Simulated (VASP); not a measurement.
# HfSi (zincblende type) (F-43m) in VASP: a series of runs, part 2 of 3

VASP 6.6.1. Earlier steps stand in the parts before.

### 3 Single point, PBEsol

Input file INCAR:

```
PREC = Accurate
ENCUT = 500
EDIFF = 1E-6
ISMEAR = -1
SIGMA = 0.1
LREAL = F
LASPH = T
NELM = 120
ALGO = Normal
ISIF = 2
LWAVE = F
LCHARG = F
GGA = PS
NBANDS = 14
GGA_COMPAT = F
```

Input file KPOINTS:

```
Automatic mesh
0
Gamma
  13 13 13
```

Input file POSCAR:

```
HfSi
1.0
    0.0000000000      2.3029031134      2.3029031134
    2.3029031134      0.0000000000      2.3029031134
    2.3029031134      2.3029031134      0.0000000000
Hf Si
1 1
Direct
    0.0000000000      0.0000000000      0.0000000000
    0.2500000000      0.2500000000      0.2500000000
```

Potentials or basis: VASP PAW PBE potentials, release 64 (Hf_pv, Si).

The run is started by

```sh
$ cat potpaw_PBE.64/Hf_pv/POTCAR potpaw_PBE.64/Si/POTCAR > POTCAR
$ mpirun -np 1 vasp_std > vasp.out
```

OUTCAR:

```text
PREC = Accurate
   ENCUT = 500
   EDIFF = 1E-6
   ISMEAR = -1
   LREAL = F
   LASPH = T
   NELM = 120
   ISIF = 2
   GGA = PS

 ion  position               nearest neighbor table
   1  0.000  0.000  0.000-   2 1.99   2 1.99   2 1.99   2 1.99
   2  0.250  0.250  0.250-   1 1.99   1 1.99   1 1.99   1 1.99

  LATTYP: Found a face centered cubic cell.
 ALAT       =     4.6058062268

  Lattice vectors:

 A1 = (   0.0000000000,   2.3029031134,   2.3029031134)
 A2 = (   2.3029031134,   0.0000000000,   2.3029031134)
 A3 = (   2.3029031134,   2.3029031134,   0.0000000000)

Analysis of symmetry for initial positions (statically):
=====================================================================
 Subroutine PRICEL returns:
 Original cell was already a primitive cell.

 Routine SETGRP: Setting up the symmetry group for a
 face centered cubic supercell.

 Subroutine GETGRP returns: Found 24 space group operations
 (whereof 24 operations were pure point group operations)
 out of a pool of 48 trial point group operations.

The static configuration has the point symmetry T_d .

Analysis of symmetry for dynamics (positions and initial velocities):
=====================================================================
 Subroutine PRICEL returns:
 Original cell was already a primitive cell.

 Routine SETGRP: Setting up the symmetry group for a
 face centered cubic supercell.

 Subroutine GETGRP returns: Found 24 space group operations
 (whereof 24 operations were pure point group operations)
 out of a pool of 48 trial point group operations.

The dynamic configuration has the point symmetry T_d .

 Subroutine INISYM returns: Found 24 space group operations
 (whereof 24 operations are pure point group operations),
 and found     1 'primitive' translations

----------------------------------------------------------------------------------------

                                     Primitive cell

  volume of cell :      24.4263

  direct lattice vectors                    reciprocal lattice vectors
     0.000000000  2.302903113  2.302903113    -0.217117254  0.217117254  0.217117254
     2.302903113  0.000000000  2.302903113     0.217117254 -0.217117254  0.217117254
     2.302903113  2.302903113  0.000000000     0.217117254  0.217117254 -0.217117254

  length of vectors
     3.256796816  3.256796816  3.256796816     0.376058115  0.376058115  0.376058115

  position of ions in fractional coordinates (direct lattice)
     0.000000000  0.000000000  0.000000000
     0.250000000  0.250000000  0.250000000

  ion indices of the primitive-cell ions
   primitive index   ion index
                 1           1
                 2           2

----------------------------------------------------------------------------------------

 KPOINTS: Automatic mesh

Automatic generation of k-mesh.
 Grid dimensions read from file:
 generate k-points for:   13   13   13

 Generating k-lattice:

  Cartesian coordinates                     Fractional coordinates (reciprocal lattice)
    -0.016701327  0.016701327  0.016701327     0.076923077  0.000000000  0.000000000
     0.016701327 -0.016701327  0.016701327     0.000000000  0.076923077  0.000000000
     0.016701327  0.016701327 -0.016701327     0.000000000  0.000000000  0.076923077

  Length of vectors
     0.028927547  0.028927547  0.028927547

  Shift w.r.t. Gamma in fractional coordinates (k-lattice)
     0.000000000  0.000000000  0.000000000

 Subroutine IBZKPT returns following result:
 ===========================================

 Found     84 irreducible k-points:

 Following reciprocal coordinates:
            Coordinates               Weight
  0.000000  0.000000  0.000000      1.000000
  0.076923  0.000000  0.000000      8.000000
  0.153846  0.000000  0.000000      8.000000
  0.230769  0.000000  0.000000      8.000000
  0.307692  0.000000  0.000000      8.000000
  0.384615  0.000000  0.000000      8.000000
[... 16 lines left out ...]
  0.384615  0.153846  0.000000     24.000000
  0.461538  0.153846  0.000000     24.000000
 [... further k-points ...]
   k-points           NKPTS =     84   k-points in BZ     NKDIM =     84   number of bands    NBANDS=     14
   number of dos      NEDOS =    301   number of ions     NIONS =      2
   total plane-waves  NPLWV =  13824
   dimension x,y,z NGX =    24 NGY =   24 NGZ =   24
   dimension x,y,z NGXF=    48 NGYF=   48 NGZF=   48
   ions per type =               1   1
   NGX,Y,Z   is equivalent  to a cutoff of  12.25, 12.25, 12.25 a.u.
   NGXF,Y,Z  is equivalent  to a cutoff of  24.50, 24.50, 24.50 a.u.
 SYSTEM =  unknown system
   PREC   = accura    normal or accurate (medium, high low for compatibility)
   ISTART =      0    job   : 0-new  1-cont  2-samecut
   ICHARG =      2    charge: 1-file 2-atom 10-const
   ISPIN  =      1    spin polarized calculation?
   LNONCOLLINEAR =      F non collinear calculations
   LSORBIT =      F    spin-orbit coupling
   LASPH  =      T    aspherical Exc in radial PAW
   ENCUT  =  500.0 eV  36.75 Ry    6.06 a.u.   5.94  5.94  5.94*2*pi/ulx,y,z
   NELM   =    120;   NELMIN=  2; NELMDL= -5     # of ELM steps
   EDIFF  = 0.1E-05   stopping-criterion for ELM
   LREAL  =      F    real-space projection
   EDIFFG = 0.1E-04   stopping-criterion for IOM
   NSW    =      0    number of steps for IOM
   IBRION =     -1    ionic relax: 0-MD 1-quasi-New 2-CG
   NFREE  =      0    steps in history (QN), initial steepest desc. (CG)
   ISIF   =      2    stress and relaxation
   ISYM   =      2    0-nonsym 1-usesym 2-fastsym
   POTIM  = 0.5000    time-step for ionic-motion
   TEBEG  =    0.0;   TEEND  =   0.0 temperature during run
   PSTRESS=    0.0 pullay stress
   NELECT =      14.0000    total number of electrons
   NUPDOWN=      -1.0000    fix difference up-down
   EMIN   =  10.00;   EMAX   =-10.00  energy-range for DOS
   EFERMI =   0.00;   METHOD = LEGACY
   ISMEAR =    -1;   SIGMA  =   0.10  broadening in eV -4-tet -1-fermi 0-gaus
   EFERMI_NEDOS =   21; number of points for ismear=-14 and -15
   IALGO  =     38    algorithm
   IMIX   =      4    mixing-type and parameters
     AMIX     =   0.40;   BMIX     =  1.00
     AMIX_MAG =   1.60;   BMIX_MAG =  1.00
  volume/ion in A,a.u.               =      12.21        82.42
  Fermi-wavevector in a.u.,A,eV,Ry     =   1.359873  2.569788 25.160654  1.849256
  Thomas-Fermi vector in A             =   2.486584
   LORBIT       =      0    0 simple, 1 ext, 2 COOP (PROOUT), +10 PAW based schemes
   GGA     = PS    functional components
   LHFCALC =     F    Hartree Fock is set to
   AEXX    =    0.0000 exact exchange contribution
   IVDW    =     0    specifies the selected vdW correction
   LEPSILON=     F    determine dielectric tensor
   LRPA    =     F    only Hartree local field effects (RPA)
 non-spin polarized calculation
  energy-cutoff  :      500.00
  volume of cell :       24.43
 maximum number of plane-waves:       632
   NGX = 11   NGY = 11   NGZ = 11

 number of electron      14.0000003 magnetization

 Free energy of the ion-electron system (eV)
  ---------------------------------------------------
  ext. energy  EPLUGINS =         0.00000000
  ---------------------------------------------------
  free energy    TOTEN  =        -5.08448394 eV

  energy without entropy =       -5.06058472  energy(sigma->0) =       -5.07253433

 E-fermi :   9.6925     XC(G=0): -12.9858

 val. band max:        9.6766626296   @ k =   0.3846   0.2308   0.0769
 cond. band min:       9.7133252759   @ k =   0.2308   0.1538   0.0769
 fundamental gap:      0.0366626463
 Fermi energy:         9.6924791010

 k-point     1 :       0.0000    0.0000    0.0000
  band No.  band energies     occupation
      1     -19.8501      2.00000
      2     -19.8501      2.00000
      3     -19.8501      2.00000
      4      -1.7930      2.00000
      5       6.6108      2.00000
      6       6.6108      2.00000
      7       6.6108      2.00000
      8      11.0566      0.00000
      9      11.0566      0.00000
     10      18.5997      0.00000
     11      19.1554      0.00000
     12      19.1554      0.00000
     13      19.1554      0.00000
     14      24.6903      0.00000
[... 375 lines left out ...]
 k-point    24 :       0.4615    0.1538    0.0000
  band No.  band energies     occupation
      1     -20.6633      2.00000
      2     -20.0720      2.00000
      3     -20.0147      2.00000
      4       1.9748      2.00000
      5       5.5275      2.00000
      6       6.8205      2.00000
      7       7.7203      2.00000
      8      11.7348      0.00000
      9      13.4168      0.00000
     10      14.2177      0.00000
     11      17.7936      0.00000
     12      18.9217      0.00000
     13      21.4169      0.00000
     14      24.6986      0.00000

 [... further k-points ...]
[... 5 lines left out ...]
  --------------------------------------------------------------------------------------
  -------------------------------------------------------------------------------------
  Total       29.8037411     29.8037411     29.8037411     -0.0000000      0.0000000      0.0000000
  in kB     1954.8991934   1954.8991934   1954.8991934     -0.0000000      0.0000000      0.0000000
  external PRESSURE =    1954.8991934 kB  Pullay stress =       0.0000000 kB

 VOLUME and BASIS-vectors are now :
 -----------------------------------------------------------------------------
  energy-cutoff  :      500.00
  volume of cell :       24.43
      direct lattice vectors                 reciprocal lattice vectors
     0.000000000  2.302903113  2.302903113    -0.217117254  0.217117254  0.217117254
     2.302903113  0.000000000  2.302903113     0.217117254 -0.217117254  0.217117254
     2.302903113  2.302903113  0.000000000     0.217117254  0.217117254 -0.217117254

 POSITION                                       TOTAL-FORCE (eV/Angst)
 -----------------------------------------------------------------------------------
      0.00000      0.00000      0.00000         0.000000      0.000000      0.000000
      1.15145      1.15145      1.15145        -0.000000     -0.000000     -0.000000
 -----------------------------------------------------------------------------------
    total drift:                                0.000000      0.000000      0.000000

  FREE ENERGIE OF THE ION-ELECTRON SYSTEM (eV)
  ---------------------------------------------------
  free  energy   TOTEN  =        -5.0844839352 eV

  energy  without entropy=       -5.0605847186  energy(sigma->0) =       -5.07253433
```

OSZICAR:

```text
N       E                     dE             d eps       ncg     rms          rms(c)
DAV:   1     0.402678096739E+02    0.40268E+02   -0.71573E+03  2360   0.928E+02
DAV:   2    -0.453296736891E+01   -0.44801E+02   -0.42182E+02  2964   0.195E+02
DAV:   3    -0.557794188190E+01   -0.10450E+01   -0.10403E+01  3036   0.222E+01
DAV:   4    -0.558348370917E+01   -0.55418E-02   -0.55412E-02  2886   0.203E+00
DAV:   5    -0.558353154611E+01   -0.47837E-04   -0.47836E-04  3036   0.176E-01    0.841E+01
DAV:   6    -0.517823600873E+01    0.40530E+00   -0.38453E-01  3030   0.390E+00    0.492E+01
DAV:   7    -0.509596575246E+01    0.82270E-01   -0.33566E-01  3180   0.358E+00    0.237E+00
DAV:   8    -0.508442972778E+01    0.11536E-01   -0.40289E-02  2658   0.141E+00    0.183E-01
DAV:   9    -0.508451163800E+01   -0.81910E-04   -0.15478E-03  3096   0.284E-01    0.137E-01
DAV:  10    -0.508448622164E+01    0.25416E-04   -0.83386E-05  2796   0.723E-02    0.807E-02
DAV:  11    -0.508448410056E+01    0.21211E-05   -0.13253E-05  3012   0.252E-02    0.143E-02
DAV:  12    -0.508448393521E+01    0.16536E-06   -0.77838E-07  1998   0.581E-03
   1 F= -.50844839E+01 E0= -.50725343E+01  d E =-.238992E-01
```

stdout:

```text
POSCAR found type information on POSCAR HfSi
 POSCAR found :  2 types and       2 ions
 scaLAPACK will be used
 -----------------------------------------------------------------------------
|                                                                             |
|                                                                             |
|     You enforced a specific xc type in the INCAR file but a different       |
|     I HOPE YOU KNOW WHAT YOU ARE DOING!                                     |
|                                                                             |
 -----------------------------------------------------------------------------

 LDA part: xc-table for (Slater+PW92), standard interpolation
 POSCAR, INCAR and KPOINTS ok, starting setup
 FFT: planning ... GRIDC
 FFT: planning ... GRID_SOFT
 FFT: planning ... GRID
 WAVECAR not read
 entering main loop
```

It took 26 s on 1 thread of Intel Xeon Platinum 8488C (Sapphire Rapids), shared host; peak memory 0.15 GiB.

What came out:

* Free energy: -5.0845 eV
* Pressure: 195.5 GPa
* Band gap on the k mesh: zero (band 7 reaches 11.53 eV, above the bottom of band 8 at 8.46 eV)

Caveat: the PAW data sets were made with another functional, which shifts forces and pressure a little; spin-orbit coupling is left out, which moves the levels of the heavy elements.

(Continued in part 3 of 3.)
